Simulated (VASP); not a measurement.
Wanted: the native input for a VASP 6.6.1 run.

```
Task                   : single point
Functional             : PBE
Potentials or basis    : VASP PAW PBE potentials, release 64 (Te, Fe, Gd)
Cutoff                 : 520 eV
k mesh                 : 6 × 6 × 3
Occupations            : fermi-dirac, width 0.0153 eV
Spin                   : collinear spin, ferromagnetic start
Starting moments       : [0.0, 0.0, 4.0, 4.0, 7.0, 7.0] μB
Dipole correction      : no
Further INCAR settings : ALGO = Normal; EDIFF = 1e-06; NBANDS = 45
```

The structure of GdFeTe lies in POSCAR:

```
GdFeTe
1.0
    4.1465873400      0.0000000000      0.0000000000
    0.0000000000      4.1465873400      0.0000000000
    0.0000000000      0.0000000000      8.8890349900
Te Fe Gd
2 2 2
Direct
    0.0000000000      0.5000000000      0.6287000000
    0.5000000000      0.0000000000      0.3713000000
    0.0000000000      0.0000000000      0.0000000000
    0.5000000000      0.5000000000      0.0000000000
    0.0000000000      0.5000000000      0.2734000000
    0.5000000000      0.0000000000      0.7266000000
```

One way to write it, as run:

INCAR

```
  ALGO = Normal
  EDIFF = 1E-6
  ENCUT = 520
  GGA = PE
  ISIF = 2
  ISMEAR = -1
  ISPIN = 2
  LASPH = True
  LCHARG = False
  LMAXMIX = 6
  LORBIT = 11
  LREAL = False
  LWAVE = False
  MAGMOM = 0 0 4 4 7 7
  NBANDS = 45
  NELM = 150
  PREC = Accurate
  SIGMA = 0.0153
```

KPOINTS

```
k-points
0
Gamma
  6 6 3
```

Potentials or basis: VASP PAW PBE potentials, release 64 (Te, Fe, Gd).

Launch:

```bash
$ cat potpaw_PBE.64/Te/POTCAR potpaw_PBE.64/Fe/POTCAR potpaw_PBE.64/Gd/POTCAR > POTCAR
$ mpirun -np 1 vasp_std > vasp.out
```

Results of the run:

The pressure is -0.2 GPa and the largest force is 0.655 eV/Å. The net moment is 19.28 μB per cell and the site moments are Te +0.00; Fe +2.78; Gd +6.67 μB. The valence electrons inside the program's atomic spheres are Te 3.50; Fe 6.72; Gd 15.22.

Caveat: only a ferromagnetic start was run, and an antiferromagnetic order may lie lower in energy.

Run time: 16 min on 1 thread of Intel(R) Xeon(R) Platinum 8488C (Sapphire Rapids) (shared host), peak memory 0.46 GiB.
